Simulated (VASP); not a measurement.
Ti2BiO3:

```
Ti Bi O
1.0
     3.14576    0.00000    0.00000
    -1.57288    2.72431    0.00000
     0.00000    0.00000   12.61458
Ti Bi O
2 1 3
Direct
  0.66667 0.33333 0.10106
  0.33333 0.66667 0.89894
  0.00000 0.00000 0.50000
  0.00000 0.00000 0.00000
  0.66667 0.33333 0.83172
  0.33333 0.66667 0.16828
```

This cell differs from its parent crystal: volume scaled by 1.06.

| Item | Value |
| --- | --- |
| Program | VASP 6.6.1 |
| Task | relaxation of shape and atoms at fixed volume |
| Functional | PBE |
| Potentials or basis | VASP PAW PBE potentials, release 64 (Ti_sv, Bi_d, O) |
| Cutoff | 600 eV |
| k mesh | 12 × 12 × 4 |
| Occupations | gaussian, width 0.1 eV |
| Spin | no spin polarisation |

At the start: pressure -3.1 GPa; volume 18.02 Å³/atom.

**Question.** Where does the relaxation end?

**Answer.** Over 7 steps the energy falls by 4.1 meV/atom; space group P-3m1 (No. 164, to 0.05 Å).

The path:
| step | energy change (eV) | largest force (eV/Å) | pressure (GPa) | volume (Å³) |
| --- | --- | --- | --- | --- |
| 1 | 0.0000 | 0.3165 | -3.09 | 108.11 |
| 2 | -0.0108 | 0.1630 | -2.15 | 108.11 |
| 3 | -0.0121 | 0.2699 | -1.70 | 108.11 |
| 4 | -0.0188 | 0.1804 | -1.26 | 108.11 |
| 5 | -0.0242 | 0.0299 | -0.44 | 108.11 |
| 6 | -0.0242 | 0.0292 | -0.37 | 108.11 |
| 7 | -0.0243 | 0.0054 | -0.29 | 108.11 |

Final structure:
```cif
data_structure
_symmetry_space_group_name_H-M 'P 1'
_symmetry_Int_Tables_number 1
_cell_length_a 3.1189
_cell_length_b 3.1189
_cell_length_c 12.8332
_cell_angle_alpha 90.000
_cell_angle_beta 90.000
_cell_angle_gamma 120.000
_cell_volume 108.11
loop_
_atom_site_label
_atom_site_type_symbol
_atom_site_fract_x
_atom_site_fract_y
_atom_site_fract_z
_atom_site_occupancy
Ti1 Ti 0.66667 0.33333 0.09850 1
Ti2 Ti 0.33333 0.66667 0.90150 1
Bi1 Bi 0.00000 0.00000 0.50000 1
O1 O 0.00000 0.00000 0.00000 1
O2 O 0.66667 0.33333 0.83602 1
O3 O 0.33333 0.66667 0.16398 1
```

Caveat: the cell differs from its parent crystal (volume scaled by 1.06); an odd number of electrons without spin polarisation forces a metal; a magnetic or distorted state may lie lower.
